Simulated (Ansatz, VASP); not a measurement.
# Two plane-wave programs on Rh

Contents of INCAR:

```
SYSTEM = Rh
  PREC = Accurate
  ENCUT = 520
  EDIFF = 1E-6
  ISMEAR = 0
  SIGMA = 0.15
  LREAL = .FALSE.
  LASPH = .TRUE.
  NELM = 80
  ALGO = Fast
  ISIF = 2
  LWAVE = .FALSE.
  LCHARG = .TRUE.
  GGA = PS
  LELF = .TRUE.
  LVHAR = .TRUE.
  NBANDS = 38
```

Contents of KPOINTS:

```
Automatic mesh
0
G
  18 18 6
  0 0 0
```

Contents of POSCAR:

```
Rh
1.0
    2.8225871815      0.0000000000      0.0000000000
   -1.4112935908      2.1047442932      0.0000000000
    0.0000000000      0.0000000000      9.0478106183
Rh
4
Direct
    0.0000000000      0.0000000000      0.0000000000
    0.3333333333      0.6666666667      0.2500000000
    0.0000000000      0.0000000000      0.5000000000
    0.6666666667      0.3333333333      0.7500000000
```

Input for Ansatz:

```yaml
crystal:
  lattice:
    - [2.8225871815, 0.0, 0.0]
    - [-1.4112935908, 2.1047442932, 0.0]
    - [0.0, 0.0, 9.0478106183]
  atoms:
    - { symbol: Rh, position: [0.0, 0.0, 0.0] }
    - { symbol: Rh, position: [0.3333333333, 0.6666666667, 0.25] }
    - { symbol: Rh, position: [0.0, 0.0, 0.5] }
    - { symbol: Rh, position: [0.6666666667, 0.3333333333, 0.75] }
basis:
  ecutwfc: 420
kpoints:
  mp_grid: { grid: [18, 18, 6] }
hamiltonian:
  xc: pbesol
  pseudopotentials: { kind: paw, azcp: { folder: soft_1 } }
scf:
  occupations: { method: gaussian, width: 0.15 }
output:
  forces: true
  stress: true
  eigenvalues: true
```

Change from the starting cell: strain +e along x and -e along y +0.0733, strain +e along z and -e/2 along x and y +0.0367.

Alike in both runs: task single point; functional PBEsol; k mesh 18 × 18 × 6; occupations gaussian, width 0.15 eV; no spin polarisation.

```csv
,VASP,Ansatz
version,VASP 6.6.1,Ansatz 0.2.0
potentials or method,"VASP PAW PBE potentials, release 64 (Rh_pv), cutoff 520 eV","scalar-relativistic, plane waves, PAW"
valence electrons in the cell,60,68
```

Ansatz gave:

| Quantity | Value |
| --- | --- |
| gap on the k mesh at the Fermi level (eV) | none |
| pressure (GPa) | 8.2 |
| traceless stress, the component that is largest in VASP (GPa) | 33.17 |
| rms of the force components (eV/Å) | 0.116 |

Question: Estimate VASP's values.

Answer: gap on the k mesh at the Fermi level (eV): none; pressure (GPa): 8.1; traceless stress, the component that is largest in VASP (GPa): 33.12; rms of the force components (eV/Å): 0.117.

VASP's potentials were made for PBE, not for PBEsol, and Ansatz warns of the same on its side. Atom by atom the forces differ by 0.000 eV/Å (rms over components). A gap of «none» marks a metal or a gap that the smearing closes. VASP's potentials hold 60 valence electrons a cell and Ansatz's 68, so a difference there can come from the potentials and not from the codes.
